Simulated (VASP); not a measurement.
LiH20ClO10: single point with PBE+D3(BJ)

System: LiH20ClO10.

```
CELL_PARAMETERS angstrom
7.00680 0.00000 0.00000
0.00000 7.00680 0.00000
0.00000 0.00000 7.00680
ATOMIC_POSITIONS crystal
O 0.39443 0.96683 0.25819
O 0.54247 0.64971 0.48078
O 0.05833 0.50776 0.92486
O 0.00989 0.83007 0.13818
O 0.39076 0.55396 0.08326
O 0.16247 0.57704 0.52399
O 0.33722 0.91086 0.81347
O 0.98763 0.94524 0.56124
O 0.11102 0.24976 0.32684
O 0.56632 0.18706 0.66507
H 0.49473 0.06980 0.23409
H 0.28113 0.03472 0.29648
H 0.50895 0.79060 0.47679
H 0.60982 0.62967 0.36366
H 0.09008 0.50511 0.78150
H 0.94969 0.42767 0.95130
H 0.98921 0.72203 0.05589
H 0.96735 0.94488 0.07557
H 0.27595 0.47668 0.01743
H 0.53962 0.50464 0.08630
H 0.10378 0.70494 0.52321
H 0.30987 0.58037 0.49560
H 0.42295 0.03215 0.78852
H 0.22918 0.93268 0.72719
H 0.00681 0.05452 0.48129
H 0.86821 0.98069 0.61886
H 0.11829 0.38610 0.37103
H 0.01763 0.24569 0.22054
H 0.61212 0.27963 0.55986
H 0.57210 0.27489 0.77479
Li 0.30510 0.80214 0.04704
Cl 0.69610 0.26132 0.07885
```

- Program: VASP 6.6.1
- Task: single point
- Functional: PBE
- Dispersion: D3(BJ)
- Potentials or basis: VASP PAW PBE potentials, release 64 (O, H, Li_sv, Cl)
- Cutoff: 520 eV
- k mesh: 1 × 1 × 1
- Occupations: fermi-dirac, width 0.05 eV
- Spin: no spin polarisation
- Dipole correction: no
- Further INCAR settings: LREAL = Auto; ALGO = Normal; EDIFF = 1e-06; NBANDS = 67

| Property | Result |
| --- | --- |
| Largest force | 3.782 eV/Å |
| Band gap on the k mesh | 4.13 eV |
| Dispersion energy per atom | -0.041 eV |

Forces on the atoms (eV/Å):
```
O    1.867  0.397 -0.219
O   -0.564  1.362  0.969
O    1.094  0.414 -1.620
O    0.658  0.513  0.887
O    1.051 -0.906 -0.470
O    1.237 -0.709  0.150
O    1.137  2.264 -0.787
O    0.127 -0.731  0.786
O   -0.592 -0.146 -0.457
O    0.969  2.098 -1.540
H   -1.062 -0.908  0.017
H   -0.540  0.843  0.244
H    0.286 -1.369 -0.148
H    0.255 -0.110 -0.746
H   -0.435  0.154  1.040
H   -0.858 -0.763 -0.014
H   -0.253 -0.644 -0.838
H   -0.467  0.172 -0.343
H    2.424  0.831  1.029
H   -3.729 -0.121 -0.622
H    0.330 -0.052 -0.334
H   -1.698  0.636  0.388
H   -1.337 -2.149  0.076
H   -0.160 -0.041 -0.010
H    0.787  1.100 -1.118
H   -0.750 -0.254  0.626
H   -0.036 -0.316  0.125
H    0.228  0.255  0.566
H   -0.963 -1.597  1.283
H    0.209 -0.322  0.255
Li   0.030  0.059  0.644
Cl   0.755  0.039  0.182
```

Levels at points of the mesh, in eV from the valence-band top:
| k point | band 43 | band 44 | band 45 | band 46 | band 47 | band 48 |
| --- | --- | --- | --- | --- | --- | --- |
| (0.00, 0.00, 0.00) | -0.45 | -0.28 | 0.00 | 4.13 | 6.48 | 6.83 |

Run time: 42 s on 1 thread of Intel(R) Xeon(R) Platinum 8375C CPU @ 2.90GHz (Ice Lake) (shared host), peak memory 0.38 GiB.

Caveat: the k points lie up to 0.90 Å⁻¹ apart; the atoms stand as in a frame of molecular dynamics.
